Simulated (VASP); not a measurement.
# La3GaB3 (Pm-3m) in VASP: single point with r2SCAN

Aim: the single point of La3GaB3 with r2SCAN.

Everything below comes from runs of VASP 6.6.1. Logs are shortened: lines on timing, memory, paths and dates and some standing lists are left out, and cuts for length are marked.

### Step 1. The cell of the first run

The structure is cubic, space group Pm-3m (No. 221). The conventional cell has a = 5.182 Å, b = 5.182 Å, c = 5.182 Å, α = 90.00°, β = 90.00°, γ = 90.00°. Within 3.4 Å of La (site symmetry 4/mmm) lie 4 B at 2.59 Å and 2 Ga at 2.59 Å. B (site symmetry 4/mmm) has 4 La at 2.59 Å within 3.4 Å. Within 3.4 Å of Ga (site symmetry m-3m) lie 6 La at 2.59 Å.

### Step 2. Single point, r2SCAN

File POSCAR:

```
La3GaB3
1.0
    5.1815290000      0.0000000000      0.0000000000
    0.0000000000      5.1815290000      0.0000000000
    0.0000000000      0.0000000000      5.1815290000
La B Ga
3 3 1
Direct
    0.5000000000      0.5000000000      0.0000000000
    0.0000000000      0.5000000000      0.5000000000
    0.5000000000      0.0000000000      0.5000000000
    0.5000000000      0.0000000000      0.0000000000
    0.0000000000      0.5000000000      0.0000000000
    0.0000000000      0.0000000000      0.5000000000
    0.5000000000      0.5000000000      0.5000000000
```

File INCAR.step1:

```
PREC = Accurate
ENCUT = 520
ISMEAR = -1
SIGMA = 0.1
LREAL = F
LASPH = T
NELM = 80
NBANDS = 36
GGA = PE
ALGO = Normal
EDIFF = 1E-4
LWAVE = T
LCHARG = F
```

File INCAR.step2:

```
PREC = Accurate
ENCUT = 520
EDIFF = 1E-6
ISMEAR = -1
SIGMA = 0.1
LREAL = F
LASPH = T
NELM = 80
ALGO = Normal
ISIF = 2
LWAVE = F
LCHARG = T
METAGGA = R2SCAN
LMIXTAU = T
LELF = T
LVHAR = T
NBANDS = 36
ISTART = 1
```

File KPOINTS:

```
Automatic mesh
0
Gamma
  7 7 7
```

Potentials or basis: VASP PAW PBE potentials, release 64 (La, B, Ga_d).

Started as:

```console
> cat potpaw_PBE.64/La/POTCAR potpaw_PBE.64/B/POTCAR potpaw_PBE.64/Ga_d/POTCAR > POTCAR
> cp INCAR.step1 INCAR
> mpirun -np 1 vasp_std > vasp.out
> cp INCAR.step2 INCAR
> mpirun -np 1 vasp_std > vasp.out
```

OUTCAR:

```text
PREC = Accurate
   ENCUT = 520
   EDIFF = 1E-6
   ISMEAR = -1
   LREAL = F
   LASPH = T
   NELM = 80
   ISIF = 2
   METAGGA = R2SCAN
   ISTART = 1

 ion  position               nearest neighbor table
   1  0.500  0.500  0.000-   4 2.59   5 2.59   7 2.59   7 2.59   4 2.59   5 2.59   3 3.66   3 3.66
                             3 3.66   2 3.66   3 3.66   2 3.66   2 3.66   2 3.66
   2  0.000  0.500  0.500-   5 2.59   6 2.59   7 2.59   5 2.59   6 2.59   7 2.59   3 3.66   3 3.66
                             1 3.66   1 3.66   3 3.66   1 3.66   1 3.66   3 3.66
   3  0.500  0.000  0.500-   4 2.59   6 2.59   7 2.59   4 2.59   7 2.59   6 2.59   2 3.66   1 3.66
                             2 3.66   1 3.66   1 3.66   2 3.66   1 3.66   2 3.66
   4  0.500  0.000  0.000-   1 2.59   3 2.59   3 2.59   1 2.59
   5  0.000  0.500  0.000-   1 2.59   2 2.59   2 2.59   1 2.59
   6  0.000  0.000  0.500-   2 2.59   3 2.59   2 2.59   3 2.59
   7  0.500  0.500  0.500-   1 2.59   2 2.59   3 2.59   1 2.59   3 2.59   2 2.59

  LATTYP: Found a simple cubic cell.
 ALAT       =     5.1815290000

  Lattice vectors:

 A1 = (   5.1815290000,   0.0000000000,   0.0000000000)
 A2 = (   0.0000000000,   5.1815290000,   0.0000000000)
 A3 = (   0.0000000000,   0.0000000000,   5.1815290000)

Analysis of symmetry for initial positions (statically):
=====================================================================
 Subroutine PRICEL returns:
 Original cell was already a primitive cell.

 Routine SETGRP: Setting up the symmetry group for a
 simple cubic supercell.

 Subroutine GETGRP returns: Found 48 space group operations
 (whereof 48 operations were pure point group operations)
 out of a pool of 48 trial point group operations.

The static configuration has the point symmetry O_h .

Analysis of symmetry for dynamics (positions and initial velocities):
=====================================================================
 Subroutine PRICEL returns:
 Original cell was already a primitive cell.

 Routine SETGRP: Setting up the symmetry group for a
 simple cubic supercell.

 Subroutine GETGRP returns: Found 48 space group operations
 (whereof 48 operations were pure point group operations)
 out of a pool of 48 trial point group operations.

The dynamic configuration has the point symmetry O_h .

 Subroutine INISYM returns: Found 48 space group operations
 (whereof 48 operations are pure point group operations),
 and found     1 'primitive' translations

----------------------------------------------------------------------------------------

                                     Primitive cell

  volume of cell :     139.1149

  direct lattice vectors                    reciprocal lattice vectors
     5.181529000  0.000000000  0.000000000     0.192993227  0.000000000  0.000000000
     0.000000000  5.181529000  0.000000000     0.000000000  0.192993227  0.000000000
     0.000000000  0.000000000  5.181529000     0.000000000  0.000000000  0.192993227

  length of vectors
     5.181529000  5.181529000  5.181529000     0.192993227  0.192993227  0.192993227

  position of ions in fractional coordinates (direct lattice)
     0.500000000  0.500000000  0.000000000
     0.000000000  0.500000000  0.500000000
     0.500000000  0.000000000  0.500000000
     0.500000000  0.000000000  0.000000000
     0.000000000  0.500000000  0.000000000
     0.000000000  0.000000000  0.500000000
     0.500000000  0.500000000  0.500000000

  ion indices of the primitive-cell ions
   primitive index   ion index
                 1           1
                 2           2
                 3           3
                 4           4
                 5           5
                 6           6
                 7           7

----------------------------------------------------------------------------------------

 KPOINTS: Automatic mesh

Automatic generation of k-mesh.
 Grid dimensions read from file:
 generate k-points for:    7    7    7

 Generating k-lattice:

  Cartesian coordinates                     Fractional coordinates (reciprocal lattice)
     0.027570461  0.000000000  0.000000000     0.142857143  0.000000000  0.000000000
     0.000000000  0.027570461  0.000000000     0.000000000  0.142857143  0.000000000
     0.000000000  0.000000000  0.027570461     0.000000000  0.000000000  0.142857143

  Length of vectors
     0.027570461  0.027570461  0.027570461

  Shift w.r.t. Gamma in fractional coordinates (k-lattice)
     0.000000000  0.000000000  0.000000000

 Subroutine IBZKPT returns following result:
 ===========================================

 Found     20 irreducible k-points:

 Following reciprocal coordinates:
            Coordinates               Weight
  0.000000  0.000000  0.000000      1.000000
  0.142857  0.000000  0.000000      6.000000
  0.285714  0.000000  0.000000      6.000000
  0.428571  0.000000  0.000000      6.000000
  0.142857  0.142857  0.000000     12.000000
  0.285714  0.142857  0.000000     24.000000
[... 12 lines left out ...]
  0.428571  0.428571  0.285714     24.000000
  0.428571  0.428571  0.428571      8.000000
   k-points           NKPTS =     20   k-points in BZ     NKDIM =     20   number of bands    NBANDS=     36
   number of dos      NEDOS =    301   number of ions     NIONS =      7
   total plane-waves  NPLWV =  64000
   dimension x,y,z NGX =    40 NGY =   40 NGZ =   40
   dimension x,y,z NGXF=    80 NGYF=   80 NGZF=   80
   ions per type =               3   3   1
   NGX,Y,Z   is equivalent  to a cutoff of  12.83, 12.83, 12.83 a.u.
   NGXF,Y,Z  is equivalent  to a cutoff of  25.67, 25.67, 25.67 a.u.
 SYSTEM =  unknown system
   PREC   = accura    normal or accurate (medium, high low for compatibility)
   ISTART =      1    job   : 0-new  1-cont  2-samecut
   ICHARG =      0    charge: 1-file 2-atom 10-const
   ISPIN  =      1    spin polarized calculation?
   LNONCOLLINEAR =      F non collinear calculations
   LSORBIT =      F    spin-orbit coupling
   LASPH  =      T    aspherical Exc in radial PAW
   ENCUT  =  520.0 eV  38.22 Ry    6.18 a.u.   9.63  9.63  9.63*2*pi/ulx,y,z
   NELM   =     80;   NELMIN=  2; NELMDL=  0     # of ELM steps
   EDIFF  = 0.1E-05   stopping-criterion for ELM
   LREAL  =      F    real-space projection
   EDIFFG = 0.1E-04   stopping-criterion for IOM
   NSW    =      0    number of steps for IOM
   IBRION =     -1    ionic relax: 0-MD 1-quasi-New 2-CG
   NFREE  =      0    steps in history (QN), initial steepest desc. (CG)
   ISIF   =      2    stress and relaxation
   ISYM   =      2    0-nonsym 1-usesym 2-fastsym
   POTIM  = 0.5000    time-step for ionic-motion
   TEBEG  =    0.0;   TEEND  =   0.0 temperature during run
   PSTRESS=    0.0 pullay stress
   NELECT =      55.0000    total number of electrons
   NUPDOWN=      -1.0000    fix difference up-down
   EMIN   =  10.00;   EMAX   =-10.00  energy-range for DOS
   EFERMI =   0.00;   METHOD = LEGACY
   ISMEAR =    -1;   SIGMA  =   0.10  broadening in eV -4-tet -1-fermi 0-gaus
   EFERMI_NEDOS =   21; number of points for ismear=-14 and -15
   IALGO  =     38    algorithm
   IMIX   =      4    mixing-type and parameters
     AMIX     =   0.40;   BMIX     =  1.00
     AMIX_MAG =   1.60;   BMIX_MAG =  1.00
  volume/ion in A,a.u.               =      19.87       134.11
  Fermi-wavevector in a.u.,A,eV,Ry     =   1.201539  2.270579 19.642669  1.443695
  Thomas-Fermi vector in A             =   2.337345
   LORBIT       =      0    0 simple, 1 ext, 2 COOP (PROOUT), +10 PAW based schemes
   METAGGA = R2SCAN    functional components
   LHFCALC =     F    Hartree Fock is set to
   AEXX    =    0.0000 exact exchange contribution
   IVDW    =     0    specifies the selected vdW correction
   LEPSILON=     F    determine dielectric tensor
   LRPA    =     F    only Hartree local field effects (RPA)
 non-spin polarized calculation
  energy-cutoff  :      520.00
  volume of cell :      139.11
 maximum number of plane-waves:      3783
 NGX is ok and might be reduce to    40
   NGX = 19   NGY = 19   NGZ = 19

 number of electron      54.9999999 magnetization

 Free energy of the ion-electron system (eV)
  ---------------------------------------------------
  ext. energy  EPLUGINS =         0.00000000
  ---------------------------------------------------
  free energy    TOTEN  =      -110.92378712 eV

  energy without entropy =     -110.68325215  energy(sigma->0) =     -110.80351963

 E-fermi :   7.1918     XC(G=0): -10.9912

 val. band max:        7.1879428892   @ k =   0.4286   0.1429   0.0000
 cond. band min:       7.2173714657   @ k =   0.2857   0.1429   0.0000
 fundamental gap:      0.0294285765
 Fermi energy:         7.1918131501

 k-point     1 :       0.0000    0.0000    0.0000
  band No.  band energies     occupation
      1     -25.4786      2.00000
      2     -25.1303      2.00000
      3     -25.1303      2.00000
      4      -9.8748      2.00000
      5      -9.8748      2.00000
      6      -9.8748      2.00000
[... 28 lines left out ...]
     35       9.6844      0.00000
     36       9.6844      0.00000

 k-point     2 :       0.1429    0.0000    0.0000
  band No.  band energies     occupation
      1     -25.4633      2.00000
      2     -25.1447      2.00000
      3     -25.1301      2.00000
      4      -9.9433      2.00000
      5      -9.8449      2.00000
      6      -9.8449      2.00000
[... 28 lines left out ...]
     35       9.6052      0.00000
     36       9.6052      0.00000

 k-point     3 :       0.2857    0.0000    0.0000
  band No.  band energies     occupation
      1     -25.4223      2.00000
      2     -25.1837      2.00000
      3     -25.1296      2.00000
      4     -10.0851      2.00000
      5      -9.7669      2.00000
      6      -9.7669      2.00000
[... 28 lines left out ...]
     35       9.6464      0.00000
     36       9.6486      0.00000

 k-point     4 :       0.4286    0.0000    0.0000
  band No.  band energies     occupation
      1     -25.3749      2.00000
      2     -25.2295      2.00000
      3     -25.1293      2.00000
      4     -10.1889      2.00000
      5      -9.6860      2.00000
      6      -9.6860      2.00000
[... 28 lines left out ...]
     35       9.6331      0.00000
     36      10.0550      0.00000

 k-point     5 :       0.1429    0.1429    0.0000
  band No.  band energies     occupation
      1     -25.4485      2.00000
      2     -25.1508      2.00000
      3     -25.1376      2.00000
      4      -9.9896      2.00000
      5      -9.8568      2.00000
      6      -9.8148      2.00000
[... 499 lines left out ...]
 k-point    18 :       0.4286    0.2857    0.2857
  band No.  band energies     occupation
      1     -25.2957      2.00000
      2     -25.2282      2.00000
      3     -25.1947      2.00000
      4     -10.6310      2.00000
      5      -9.8883      2.00000
      6      -9.8267      2.00000
[... 28 lines left out ...]
     35      10.2085      0.00000
     36      10.2203      0.00000

 k-point    19 :       0.4286    0.4286    0.2857
  band No.  band energies     occupation
      1     -25.2647      2.00000
      2     -25.2309      2.00000
      3     -25.2182      2.00000
      4     -10.7782      2.00000
      5      -9.9189      2.00000
      6      -9.8376      2.00000
[... 28 lines left out ...]
     35      10.1519      0.00000
     36      10.5517      0.00000

 k-point    20 :       0.4286    0.4286    0.4286
  band No.  band energies     occupation
      1     -25.2479      2.00000
      2     -25.2303      2.00000
      3     -25.2303      2.00000
      4     -10.9298      2.00000
      5      -9.9150      2.00000
      6      -9.9150      2.00000
[... 28 lines left out ...]
     35      10.4691      0.00000
     36      10.4692      0.00000

------------------------ aborting loop because EDIFF is reached ----------------------------------------

  FORCE on cell =-STRESS in cart. coord.  units (eV):
  Direction    XX          YY          ZZ          XY          YZ          ZX
  --------------------------------------------------------------------------------------
  -------------------------------------------------------------------------------------
  Total       22.6753751     22.6753751     22.6753751      0.0000000      0.0000000      0.0000000
  in kB      261.1507409    261.1507409    261.1507409      0.0000000      0.0000000      0.0000000
  external PRESSURE =     261.1507409 kB  Pullay stress =       0.0000000 kB

 VOLUME and BASIS-vectors are now :
 -----------------------------------------------------------------------------
  energy-cutoff  :      520.00
  volume of cell :      139.11
      direct lattice vectors                 reciprocal lattice vectors
     5.181529000  0.000000000  0.000000000     0.192993227  0.000000000  0.000000000
     0.000000000  5.181529000  0.000000000     0.000000000  0.192993227  0.000000000
     0.000000000  0.000000000  5.181529000     0.000000000  0.000000000  0.192993227

 POSITION                                       TOTAL-FORCE (eV/Angst)
 -----------------------------------------------------------------------------------
      2.59076      2.59076      0.00000         0.000000      0.000000      0.000000
      0.00000      2.59076      2.59076         0.000000      0.000000      0.000000
      2.59076      0.00000      2.59076         0.000000      0.000000      0.000000
      2.59076      0.00000      0.00000         0.000000      0.000000      0.000000
      0.00000      2.59076      0.00000         0.000000      0.000000      0.000000
      0.00000      0.00000      2.59076         0.000000      0.000000      0.000000
      2.59076      2.59076      2.59076         0.000000      0.000000      0.000000
 -----------------------------------------------------------------------------------
    total drift:                               -0.000000      0.000000     -0.000000

  FREE ENERGIE OF THE ION-ELECTRON SYSTEM (eV)
  ---------------------------------------------------
  free  energy   TOTEN  =      -110.9237871178 eV

  energy  without entropy=     -110.6832521509  energy(sigma->0) =     -110.80351963
```

It took 4.5 min on 1 thread of Intel Xeon Platinum 8375C at 2.90GHz (Ice Lake), shared host; peak memory 0.32 GiB.

What came out:

```
Free energy : -110.9238 eV
Pressure    : 26.1 GPa
```

Levels at points of the mesh, in eV from the Fermi level:
```
           k point  band 23  band 24  band 25  band 26  band 27  band 28  band 29  band 30  band 31  band 32
(0.00, 0.00, 0.00)    -0.27    -0.27     0.66     0.66     0.66     1.53     1.53     1.53     1.79     1.79
```

Caveat: the PAW data sets were made with another functional, which shifts forces and pressure a little; spin-orbit coupling is left out, which moves the levels of the heavy elements.
